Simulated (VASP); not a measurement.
# Fe (Fm-3m) in VASP: further runs

Fe is run at these levels: BLYP; tasks: single point.

Everything below comes from runs of VASP 6.6.1. Logs are shortened: lines on timing, memory, paths and dates and some standing lists are left out, and cuts for length are marked.

## Step 1: The cell of the first run

It takes space group Fm-3m (No. 225, cubic). The conventional cell has a = 3.588 Å, b = 3.588 Å, c = 3.588 Å, α = 90.00°, β = 90.00°, γ = 90.00°. Within 3.3 Å of Fe (site symmetry m-3m) lie 12 Fe at 2.54 Å.

## Step 2: Single point, BLYP (volume scaled by 1.08)

INCAR reads:

```
SYSTEM = Fe
PREC = Accurate
ENCUT = 520
EDIFF = 1E-6
ISMEAR = -1
SIGMA = 0.1
LREAL = .FALSE.
LASPH = .TRUE.
NELM = 60
ALGO = Normal
ISIF = 2
LWAVE = .FALSE.
LCHARG = .FALSE.
GGA = B5
ALDAX = 1.0
AGGAX = 1.0
AGGAC = 1.0
ALDAC = 0.0
NBANDS = 10
```

KPOINTS reads:

```
regular mesh
0
G
  17 17 17
  0 0 0
```

POSCAR reads:

```
Fe
1.0
    0.0000000000      1.7939142411      1.7939142411
    1.7939142411      0.0000000000      1.7939142411
    1.7939142411      1.7939142411      0.0000000000
Fe
1
Direct
    0.0000000000      0.0000000000      0.0000000000
```

Potentials or basis: VASP PAW PBE potentials, release 64 (Fe).

Run with:

```console
$ cat potpaw_PBE.64/Fe/POTCAR > POTCAR
$ mpirun -np 1 vasp_std > vasp.out
```

OUTCAR:

```text
SYSTEM = Fe
   PREC = Accurate
   ENCUT = 520
   EDIFF = 1E-6
   ISMEAR = -1
   LREAL = .FALSE.
   LASPH = .TRUE.
   NELM = 60
   ISIF = 2
   GGA = B5

 ion  position               nearest neighbor table
   1  0.000  0.000  0.000-

  LATTYP: Found a face centered cubic cell.
 ALAT       =     3.5878284822

  Lattice vectors:

 A1 = (   0.0000000000,   1.7939142411,   1.7939142411)
 A2 = (   1.7939142411,   0.0000000000,   1.7939142411)
 A3 = (   1.7939142411,   1.7939142411,   0.0000000000)

Analysis of symmetry for initial positions (statically):
=====================================================================
 Subroutine PRICEL returns:
 Original cell was already a primitive cell.

 Routine SETGRP: Setting up the symmetry group for a
 face centered cubic supercell.

 Subroutine GETGRP returns: Found 48 space group operations
 (whereof 48 operations were pure point group operations)
 out of a pool of 48 trial point group operations.

The static configuration has the point symmetry O_h .

Analysis of symmetry for dynamics (positions and initial velocities):
=====================================================================
 Subroutine PRICEL returns:
 Original cell was already a primitive cell.

 Routine SETGRP: Setting up the symmetry group for a
 face centered cubic supercell.

 Subroutine GETGRP returns: Found 48 space group operations
 (whereof 48 operations were pure point group operations)
 out of a pool of 48 trial point group operations.

The dynamic configuration has the point symmetry O_h .

 Subroutine INISYM returns: Found 48 space group operations
 (whereof 48 operations are pure point group operations),
 and found     1 'primitive' translations

----------------------------------------------------------------------------------------

                                     Primitive cell

  volume of cell :      11.5461

  direct lattice vectors                    reciprocal lattice vectors
     0.000000000  1.793914241  1.793914241    -0.278720124  0.278720124  0.278720124
     1.793914241  0.000000000  1.793914241     0.278720124 -0.278720124  0.278720124
     1.793914241  1.793914241  0.000000000     0.278720124  0.278720124 -0.278720124

  length of vectors
     2.536977849  2.536977849  2.536977849     0.482757416  0.482757416  0.482757416

  position of ions in fractional coordinates (direct lattice)
     0.000000000  0.000000000  0.000000000

  ion indices of the primitive-cell ions
   primitive index   ion index
[... 72 lines left out ...]
   NELM   =     60;   NELMIN=  2; NELMDL= -5     # of ELM steps
   EDIFF  = 0.1E-05   stopping-criterion for ELM
   LREAL  =      F    real-space projection
   EDIFFG = 0.1E-04   stopping-criterion for IOM
   NSW    =      0    number of steps for IOM
   IBRION =     -1    ionic relax: 0-MD 1-quasi-New 2-CG
   NFREE  =      0    steps in history (QN), initial steepest desc. (CG)
   ISIF   =      2    stress and relaxation
   ISYM   =      2    0-nonsym 1-usesym 2-fastsym
   POTIM  = 0.5000    time-step for ionic-motion
   TEBEG  =    0.0;   TEEND  =   0.0 temperature during run
   PSTRESS=    0.0 pullay stress
   NELECT =       8.0000    total number of electrons
   NUPDOWN=      -1.0000    fix difference up-down
   EMIN   =  10.00;   EMAX   =-10.00  energy-range for DOS
   EFERMI =   0.00;   METHOD = LEGACY
   ISMEAR =    -1;   SIGMA  =   0.10  broadening in eV -4-tet -1-fermi 0-gaus
   EFERMI_NEDOS =   21; number of points for ismear=-14 and -15
   IALGO  =     38    algorithm
   IMIX   =      4    mixing-type and parameters
     AMIX     =   0.40;   BMIX     =  1.00
     AMIX_MAG =   1.60;   BMIX_MAG =  1.00
  volume/ion in A,a.u.               =      11.55        77.92
  Fermi-wavevector in a.u.,A,eV,Ry     =   1.448638  2.737529 28.552527  2.098552
  Thomas-Fermi vector in A             =   2.566456
   LORBIT       =      0    0 simple, 1 ext, 2 COOP (PROOUT), +10 PAW based schemes
   GGA     = B5    functional components
   LHFCALC =     F    Hartree Fock is set to
   AEXX    =    0.0000 exact exchange contribution
   IVDW    =     0    specifies the selected vdW correction
   LEPSILON=     F    determine dielectric tensor
   LRPA    =     F    only Hartree local field effects (RPA)
 non-spin polarized calculation
  energy-cutoff  :      520.00
  volume of cell :       11.55
 maximum number of plane-waves:       331
   NGX =  9   NGY =  9   NGZ =  9

 number of electron       8.0000000 magnetization

 Free energy of the ion-electron system (eV)
  ---------------------------------------------------
  ext. energy  EPLUGINS =         0.00000000
  ---------------------------------------------------
  free energy    TOTEN  =        -6.96621716 eV

  energy without entropy =       -6.89572186  energy(sigma->0) =       -6.93096951

 E-fermi :   6.0087     XC(G=0): -12.4544

 val. band max:        6.0059646792   @ k =   0.2941   0.1176   0.0000
 cond. band min:       6.0141593201   @ k =  -0.1765   0.2941   0.1176
 fundamental gap:      0.0081946410
 Fermi energy:         6.0086832227

 k-point     1 :       0.0000    0.0000    0.0000
  band No.  band energies     occupation
      1      -1.9660      2.00000
      2       4.6330      2.00000
      3       4.6330      2.00000
      4       4.6330      2.00000
      5       5.9221      1.40793
      6       5.9221      1.40793
      7      28.6520      0.00000
      8      33.1158      0.00000
      9      33.1158      0.00000
     10      33.1158      0.00000
[... 287 lines left out ...]
 k-point    24 :      -0.1176    0.0588    0.0000
  band No.  band energies     occupation
      1      -1.1378      2.00000
      2       4.3667      2.00000
      3       4.8323      1.99998
      4       4.8366      1.99998
      5       5.7426      1.86935
      6       5.9750      1.16681
      7      26.3273      0.00000
      8      28.6765      0.00000
      9      31.7229      0.00000
     10      33.7686      0.00000

 [... further k-points ...]
[... 5 lines left out ...]
  --------------------------------------------------------------------------------------
  -------------------------------------------------------------------------------------
  Total       -1.1370964     -1.1370964     -1.1370964     -0.0000000      0.0000000     -0.0000000
  in kB     -157.7875831   -157.7875831   -157.7875831     -0.0000000      0.0000000     -0.0000000
  external PRESSURE =    -157.7875831 kB  Pullay stress =       0.0000000 kB

 VOLUME and BASIS-vectors are now :
 -----------------------------------------------------------------------------
  energy-cutoff  :      520.00
  volume of cell :       11.55
      direct lattice vectors                 reciprocal lattice vectors
     0.000000000  1.793914241  1.793914241    -0.278720124  0.278720124  0.278720124
     1.793914241  0.000000000  1.793914241     0.278720124 -0.278720124  0.278720124
     1.793914241  1.793914241  0.000000000     0.278720124  0.278720124 -0.278720124

 POSITION                                       TOTAL-FORCE (eV/Angst)
 -----------------------------------------------------------------------------------
      0.00000      0.00000      0.00000         0.000000      0.000000      0.000000
 -----------------------------------------------------------------------------------
    total drift:                               -0.000000     -0.000000     -0.000000

  FREE ENERGIE OF THE ION-ELECTRON SYSTEM (eV)
  ---------------------------------------------------
  free  energy   TOTEN  =        -6.9662171550 eV

  energy  without entropy=       -6.8957218587  energy(sigma->0) =       -6.93096951
```

stdout:

```text
POSCAR found type information on POSCAR Fe
 POSCAR found :  1 types and       1 ions
 scaLAPACK will be used
 -----------------------------------------------------------------------------
|                                                                             |
|                                                                             |
|     You enforced a specific xc type in the INCAR file but a different       |
|     I HOPE YOU KNOW WHAT YOU ARE DOING!                                     |
|                                                                             |
 -----------------------------------------------------------------------------

 LDA part: xc-table for (Slater(with rela. corr.)+VWN5), standard interpolation
 POSCAR, INCAR and KPOINTS ok, starting setup
 FFT: planning ... GRIDC
 FFT: planning ... GRID_SOFT
 FFT: planning ... GRID
 WAVECAR not read
 entering main loop
```

It took 35 s on 1 thread of AMD EPYC 7R43 (Zen 3), shared host; peak memory 0.1 GiB.

Results:

```
Free energy            : -6.9662 eV
Pressure               : -15.8 GPa
Band gap on the k mesh : zero (band 4 reaches 7.04 eV, above the bottom of band 5 at 5.36 eV)
```

Levels at points of the mesh, in eV from the Fermi level:
```csv
k point,band 1,band 2,band 3,band 4,band 5,band 6,band 7,band 8,band 9
"(0.00, 0.00, 0.00)",-7.97,-1.38,-1.38,-1.38,-0.09,-0.09,22.64,27.11,27.11
```

Caveat: the PAW data sets were made with another functional, which shifts forces and pressure a little; the run has no spin polarisation, though such a crystal can be magnetic. Spin polarisation is off, so any magnetic state and its effect on volume and gap are missing.

## Step 3: Single point, BLYP (volume scaled by 1.12)

INCAR reads:

```
PREC = Accurate ; ENCUT = 520
EDIFF = 1E-6 ; ISMEAR = -1
SIGMA = 0.1 ; LREAL = F
LASPH = T ; NELM = 100
ALGO = Normal ; ISIF = 2
LWAVE = F ; LCHARG = F
GGA = B5 ; ALDAX = 1.0
AGGAX = 1.0 ; AGGAC = 1.0
ALDAC = 0.0 ; NBANDS = 10
```

KPOINTS reads:

```
regular mesh
0
Gamma
  17 17 17
```

POSCAR reads:

```
Fe
1.0
    0.0000000000      1.8157934003      1.8157934003
    1.8157934003      0.0000000000      1.8157934003
    1.8157934003      1.8157934003      0.0000000000
Fe
1
Direct
    0.0000000000      0.0000000000      0.0000000000
```

Potentials or basis: VASP PAW PBE potentials, release 64 (Fe).

Run with:

```console
$ cat potpaw_PBE.64/Fe/POTCAR > POTCAR
$ mpirun -np 1 vasp_std > vasp.out
```

Run time: 33 s. Hardware: 1 thread of AMD EPYC 7R43 (Zen 3), shared host; peak memory 0.1 GiB.

Results (log left out):

- Free energy: -6.9163 eV
- Pressure: -21.4 GPa
- Band gap on the k mesh: zero (band 4 reaches 6.62 eV, above the bottom of band 5 at 5.04 eV)

Levels at points of the mesh, in eV from the Fermi level:
| k point | band 2 | band 3 | band 4 | band 5 | band 6 | band 7 |
| --- | --- | --- | --- | --- | --- | --- |
| (0.00, 0.00, 0.00) | -1.31 | -1.31 | -1.31 | -0.08 | -0.08 | 22.34 |

Caveat: the PAW data sets were made with another functional, which shifts forces and pressure a little; the run has no spin polarisation, though such a crystal can be magnetic. Spin polarisation is off, so any magnetic state and its effect on volume and gap are missing.
